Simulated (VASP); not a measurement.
Crystal: In3Sb2As.

```xyz
12
Lattice="4.2206 0.0000 0.0000 -2.1103 3.6552 0.0000 0.0000 0.0000 20.8186" Properties=species:S:1:pos:R:3 pbc="T T T"
In    2.1103    1.2184    3.4738
In    2.1103    1.2184   10.4134
In    2.1103    1.2184   17.3529
In    0.0000    2.4368    0.0041
In    0.0000    2.4368    6.9436
In    0.0000    2.4368   13.8831
Sb    2.1103    1.2184   13.0110
Sb    2.1103    1.2184   19.9505
Sb    0.0000    2.4368    2.6017
Sb    0.0000    2.4368    9.5412
As    2.1103    1.2184    6.0715
As    0.0000    2.4368   16.4808
```

```yaml
Program: VASP 6.6.1
Task: relaxation of cell and atoms
Functional: PBE
Potentials_or_basis: VASP PAW PBE potentials, release 64 (In_d, Sb, As)
Cutoff: 600 eV
k_mesh: 6 × 6 × 1
Occupations: gaussian, width 0.1 eV
Spin: no spin polarisation
```

At the start: pressure 18.0 GPa; volume 26.76 Å³/atom.

Q: How do energy, volume and symmetry change on relaxing?

A: Over 8 steps the energy falls by 358.4 meV/atom and the volume is 34.17 Å³/atom (+27.7 %); space group P6_3mc (No. 186, to 0.1 Å) before and after.

Step by step:
| step | energy change (eV) | largest force (eV/Å) | pressure (GPa) | volume (Å³) |
| --- | --- | --- | --- | --- |
| 1 | 0.0000 | 1.5204 | 18.03 | 321.17 |
| 2 | -3.1281 | 0.2173 | -4.25 | 482.48 |
| 3 | -4.1933 | 0.4692 | -0.08 | 412.66 |
| 4 | -4.1927 | 0.4553 | -0.27 | 414.65 |
| 5 | -4.2329 | 0.3293 | -0.22 | 413.75 |
| 6 | -4.2872 | 0.2576 | -0.02 | 411.06 |
| 7 | -4.2991 | 0.1014 | 0.01 | 410.44 |
| 8 | -4.3011 | 0.0391 | 0.04 | 410.06 |

Final structure:
```
CELL_PARAMETERS angstrom
4.57848 0.00000 0.00000
-2.28924 3.96508 0.00000
0.00000 0.00000 22.58757
ATOMIC_POSITIONS crystal
In 0.66667 0.33333 0.17291
In 0.66667 0.33333 0.50060
In 0.66667 0.33333 0.82736
In 0.33333 0.66667 0.00060
In 0.33333 0.66667 0.32736
In 0.33333 0.66667 0.67291
Sb 0.66667 0.33333 0.62730
Sb 0.66667 0.33333 0.95514
Sb 0.33333 0.66667 0.12730
Sb 0.33333 0.66667 0.45514
As 0.66667 0.33333 0.29219
As 0.33333 0.66667 0.79219
```

Caveat: the volume moved by over 15 % at a fixed basis, so the end points are rough.
